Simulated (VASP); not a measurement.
# Ti in VASP: notebook, part 2 of 2

VASP 6.6.1. Earlier steps stand in the parts before.

**5. Single point, PBE**

Contents of INCAR:

```
SYSTEM = Ti
PREC     = Accurate       ! precision mode
ENCUT    = 520            ! plane-wave cutoff, eV
EDIFF    = 1E-6           ! SCF threshold, eV
ISMEAR   = -1             ! smearing method
SIGMA    = 0.05           ! smearing width, eV
LREAL    = .FALSE.        ! projectors in reciprocal space
LASPH    = .TRUE.         ! aspherical terms in the spheres
NELM     = 80             ! most SCF steps
ALGO     = Normal         ! electronic algorithm
ISIF     = 2              ! what is computed and relaxed
LWAVE    = .FALSE.        ! write WAVECAR
LCHARG   = .FALSE.        ! write CHGCAR
LDIPOL   = .TRUE.       
IDIPOL   = 3            
DIPOL    = 0.5 0.5 0.500
GGA      = PE             ! functional
NBANDS   = 25             ! bands
EFIELD   = -0.1
```

Contents of KPOINTS:

```
regular mesh
0
G
  13 13 1
  0 0 0
```

Contents of POSCAR:

```
Ti
1.0
    2.9399472394      0.0000000000      0.0000000000
   -1.4699736197      2.5460689951      0.0000000000
    0.0000000000      0.0000000000     20.6479000000
Ti
3
Direct
    0.0000000000      0.0000000000      0.3925746978
    0.3333333333      0.6666666667      0.4999999811
    0.0000000000      0.0000000000      0.6074253211
```

Potentials or basis: VASP PAW PBE potentials, release 64 (Ti_sv).

Command:

```console
$ cat potpaw_PBE.64/Ti_sv/POTCAR > POTCAR
$ mpirun -np 1 vasp_std > vasp.out
```

OUTCAR:

```text
SYSTEM = Ti
   PREC = Accurate
   ENCUT = 520
   EDIFF = 1E-6
   ISMEAR = -1
   LREAL = .FALSE.
   LASPH = .TRUE.
   NELM = 80
   ISIF = 2
   GGA = PE

 ion  position               nearest neighbor table
   1  0.000  0.000  0.393-   2 2.79   2 2.79   2 2.79
   2  0.333  0.667  0.500-   1 2.79   1 2.79   1 2.79   3 2.79   3 2.79   3 2.79
   3  0.000  0.000  0.607-   2 2.79   2 2.79   2 2.79

  LATTYP: Found a hexagonal cell.
 ALAT       =     2.9399472394
 C/A-ratio  =     7.0232212753

  Lattice vectors:

 A1 = (   2.9399472394,   0.0000000000,   0.0000000000)
 A2 = (  -1.4699736197,   2.5460689951,   0.0000000000)
 A3 = (   0.0000000000,   0.0000000000,  20.6479000000)

Analysis of symmetry for initial positions (statically):
=====================================================================
 Subroutine PRICEL returns:
 Original cell was already a primitive cell.

 Routine SETGRP: Setting up the symmetry group for a
 hexagonal supercell.

 Subroutine GETGRP returns: Found 12 space group operations
 (whereof 12 operations were pure point group operations)
 out of a pool of 24 trial point group operations.

The static configuration has the point symmetry D_3h.

Analysis of symmetry for dynamics (positions and initial velocities):
=====================================================================
 An external electric field (EFIELD) may reduce the allowed symmetry operations
 Subroutine PRICEL returns:
 Original cell was already a primitive cell.

 Routine SETGRP: Setting up the symmetry group for a
 hexagonal supercell.

 Subroutine GETGRP returns: Found  6 space group operations
 (whereof  6 operations were pure point group operations)
 out of a pool of 24 trial point group operations.

The dynamic configuration has the point symmetry C_3v.

 Subroutine INISYM returns: Found  6 space group operations
 (whereof  6 operations are pure point group operations),
 and found     1 'primitive' translations

----------------------------------------------------------------------------------------

                                     Primitive cell

  volume of cell :     154.5559

  direct lattice vectors                    reciprocal lattice vectors
     2.939947239  0.000000000  0.000000000     0.340142159  0.196381167  0.000000000
    -1.469973620  2.546068995  0.000000000     0.000000000  0.392762334  0.000000000
     0.000000000  0.000000000 20.647900000     0.000000000  0.000000000  0.048431075

  length of vectors
     2.939947239  2.939947239 20.647900000     0.392762334  0.392762334  0.048431075

  position of ions in fractional coordinates (direct lattice)
     0.000000000  0.000000000  0.392574698
     0.333333333  0.666666667  0.499999981
     0.000000000  0.000000000  0.607425321

  ion indices of the primitive-cell ions
   primitive index   ion index
                 1           1
                 2           2
                 3           3

----------------------------------------------------------------------------------------

 KPOINTS: regular mesh

Automatic generation of k-mesh.
 Grid dimensions read from file:
 generate k-points for:   13   13    1

 Generating k-lattice:

  Cartesian coordinates                     Fractional coordinates (reciprocal lattice)
     0.026164781  0.015106244  0.000000000     0.076923077  0.000000000  0.000000000
     0.000000000  0.030212487  0.000000000     0.000000000  0.076923077  0.000000000
     0.000000000  0.000000000  0.048431075     0.000000000  0.000000000  1.000000000

  Length of vectors
     0.030212487  0.030212487  0.048431075

  Shift w.r.t. Gamma in fractional coordinates (k-lattice)
     0.000000000  0.000000000  0.000000000

 Subroutine IBZKPT returns following result:
 ===========================================

 Found     21 irreducible k-points:

 Following reciprocal coordinates:
            Coordinates               Weight
  0.000000  0.000000  0.000000      1.000000
  0.076923  0.000000  0.000000      6.000000
  0.153846  0.000000  0.000000      6.000000
  0.230769 -0.000000  0.000000      6.000000
  0.307692  0.000000  0.000000      6.000000
  0.384615  0.000000  0.000000      6.000000
[... 13 lines left out ...]
  0.384615  0.230769  0.000000      6.000000
  0.307692  0.307692  0.000000      6.000000
   k-points           NKPTS =     21   k-points in BZ     NKDIM =     21   number of bands    NBANDS=     25
   number of dos      NEDOS =    301   number of ions     NIONS =      3
   total plane-waves  NPLWV =  92160
   dimension x,y,z NGX =    24 NGY =   24 NGZ =  160
   dimension x,y,z NGXF=    48 NGYF=   48 NGZF=  320
   ions per type =               3
   NGX,Y,Z   is equivalent  to a cutoff of  13.57, 13.57, 12.88 a.u.
   NGXF,Y,Z  is equivalent  to a cutoff of  27.14, 27.14, 25.76 a.u.
 SYSTEM =  Ti
   PREC   = accura    normal or accurate (medium, high low for compatibility)
   ISTART =      0    job   : 0-new  1-cont  2-samecut
   ICHARG =      2    charge: 1-file 2-atom 10-const
   ISPIN  =      1    spin polarized calculation?
   LNONCOLLINEAR =      F non collinear calculations
   LSORBIT =      F    spin-orbit coupling
   LASPH  =      T    aspherical Exc in radial PAW
   ENCUT  =  520.0 eV  38.22 Ry    6.18 a.u.   5.47  5.47 38.39*2*pi/ulx,y,z
   NELM   =     80;   NELMIN=  2; NELMDL= -5     # of ELM steps
   EDIFF  = 0.1E-05   stopping-criterion for ELM
   LREAL  =      F    real-space projection
   EDIFFG = 0.1E-04   stopping-criterion for IOM
   NSW    =      0    number of steps for IOM
   IBRION =     -1    ionic relax: 0-MD 1-quasi-New 2-CG
   NFREE  =      0    steps in history (QN), initial steepest desc. (CG)
   ISIF   =      2    stress and relaxation
   ISYM   =      2    0-nonsym 1-usesym 2-fastsym
   POTIM  = 0.5000    time-step for ionic-motion
   TEBEG  =    0.0;   TEEND  =   0.0 temperature during run
   PSTRESS=    0.0 pullay stress
   NELECT =      36.0000    total number of electrons
   NUPDOWN=      -1.0000    fix difference up-down
   EMIN   =  10.00;   EMAX   =-10.00  energy-range for DOS
   EFERMI =   0.00;   METHOD = LEGACY
   ISMEAR =    -1;   SIGMA  =   0.05  broadening in eV -4-tet -1-fermi 0-gaus
   EFERMI_NEDOS =   21; number of points for ismear=-14 and -15
   IALGO  =     38    algorithm
   IMIX   =      4    mixing-type and parameters
     AMIX     =   0.40;   BMIX     =  1.00
     AMIX_MAG =   1.60;   BMIX_MAG =  1.00
  volume/ion in A,a.u.               =      51.52       347.66
  Fermi-wavevector in a.u.,A,eV,Ry     =   1.007273  1.903470 13.804452  1.014599
  Thomas-Fermi vector in A             =   2.140067
   LORBIT       =      0    0 simple, 1 ext, 2 COOP (PROOUT), +10 PAW based schemes
   GGA     = PE    functional components
   LHFCALC =     F    Hartree Fock is set to
   AEXX    =    0.0000 exact exchange contribution
   IVDW    =     0    specifies the selected vdW correction
   LEPSILON=     F    determine dielectric tensor
   LRPA    =     F    only Hartree local field effects (RPA)
 non-spin polarized calculation
  energy-cutoff  :      520.00
  volume of cell :      154.56
 maximum number of plane-waves:      4237
 NGX is ok and might be reduce to    24
   NGX = 11   NGY = 11   NGZ = 77

 dipolmoment           0.000000      0.000000      0.231395 electrons x Angstroem

 number of electron      35.9999994 magnetization

 dipolmoment           0.000000      0.000000     -0.037695 electrons x Angstroem

 Free energy of the ion-electron system (eV)
  ---------------------------------------------------
  ext. energy  EPLUGINS =         0.00000000
  ---------------------------------------------------
  free energy    TOTEN  =       -21.66030104 eV

  energy without entropy =      -21.59573369  energy(sigma->0) =      -21.62801736

 E-fermi :   0.0242     XC(G=0):  -4.8333

 val. band max:        0.0187851905   @ k =   0.0769   0.0000   0.0000
 cond. band min:       0.0287394982   @ k =   0.0769   0.0769   0.0000
 fundamental gap:      0.0099543078
 Fermi energy:         0.0242120954

 k-point     1 :       0.0000    0.0000    0.0000
  band No.  band energies     occupation
      1     -56.8419      2.00000
      2     -56.8276      2.00000
      3     -56.5099      2.00000
      4     -33.3379      2.00000
      5     -33.1646      2.00000
      6     -32.7926      2.00000
[... 577 lines left out ...]
     24       2.6360      0.00000
     25       2.6713      0.00000

------------------------ aborting loop because EDIFF is reached ----------------------------------------

 vacuum level on the upper side and lower side of the slab       (xc-potential included)         0.397        -0.742

  FORCE on cell =-STRESS in cart. coord.  units (eV):
  Direction    XX          YY          ZZ          XY          YZ          ZX
  --------------------------------------------------------------------------------------
  -------------------------------------------------------------------------------------
  Total       -1.0029559     -1.0029559     -0.0438015     -0.0000000      0.0000000      0.0000000
  in kB      -10.3969708    -10.3969708     -0.4540611     -0.0000000      0.0000000      0.0000000
  external PRESSURE =      -7.0826676 kB  Pullay stress =       0.0000000 kB

 VOLUME and BASIS-vectors are now :
 -----------------------------------------------------------------------------
  energy-cutoff  :      520.00
  volume of cell :      154.56
      direct lattice vectors                 reciprocal lattice vectors
     2.939947239  0.000000000  0.000000000     0.340142159  0.196381167  0.000000000
    -1.469973620  2.546068995  0.000000000     0.000000000  0.392762334  0.000000000
     0.000000000  0.000000000 20.647900000     0.000000000  0.000000000  0.048431075

 POSITION                                       TOTAL-FORCE (eV/Angst)
 -----------------------------------------------------------------------------------
      0.00000      0.00000      8.10584        -0.000000     -0.000000      0.006501
     -0.00000      1.69738     10.32395        -0.000000     -0.000000     -0.001951
      0.00000      0.00000     12.54206         0.000000      0.000000     -0.004550
 -----------------------------------------------------------------------------------
    total drift:                                0.000000     -0.000000     -0.000052

  FREE ENERGIE OF THE ION-ELECTRON SYSTEM (eV)
  ---------------------------------------------------
  free  energy   TOTEN  =       -21.6603010379 eV

  energy  without entropy=      -21.5957336856  energy(sigma->0) =      -21.62801736

 vacuum level on the upper side and lower side of the slab         4.854         3.734
```

Wall time 2.4 min (1 thread of Intel Xeon Platinum 8488C (Sapphire Rapids), shared host); peak memory 0.29 GiB.

Results:

```yaml
Free_energy: -21.6603 eV
Largest_force: 0.007 eV/Å
Band_gap_on_the_k_mesh: zero (bands 18 and 19 overlap by 1.07 eV)
```

Forces on the atoms (eV/Å):
```
Ti   0.000  0.000  0.007
Ti   0.000  0.000 -0.002
Ti   0.000  0.000 -0.005
```

Levels at points of the mesh, in eV from the Fermi level:
```
           k point  band 14  band 15  band 16  band 17  band 18  band 19  band 20  band 21  band 22  band 23
(0.00, 0.00, 0.00)    -4.15    -2.90    -0.10    -0.03     0.70     0.70     0.74     0.74     0.95     1.03
```

**6. Summary**

| cell | electric field (eV/Å) | gap on the mesh (eV) | largest force (eV/Å) |
| --- | --- | --- | --- |
| as given, atomic positions A | - | none | 0.38 |
| as given, atomic positions B | - | none | 0.01 |
| as given, atomic positions B | -0.1 eV/Å | none | 0.01 |

Alike in all rows: task single point; level PBE; potentials or basis VASP PAW PBE potentials, release 64 (Ti_sv); no spin polarisation; k mesh 13 × 13 × 1; cutoff (eV) 520; smearing fermi-dirac 0.05 eV.

Total energies depend on the potentials used, so only differences within one code and one set of settings carry meaning.
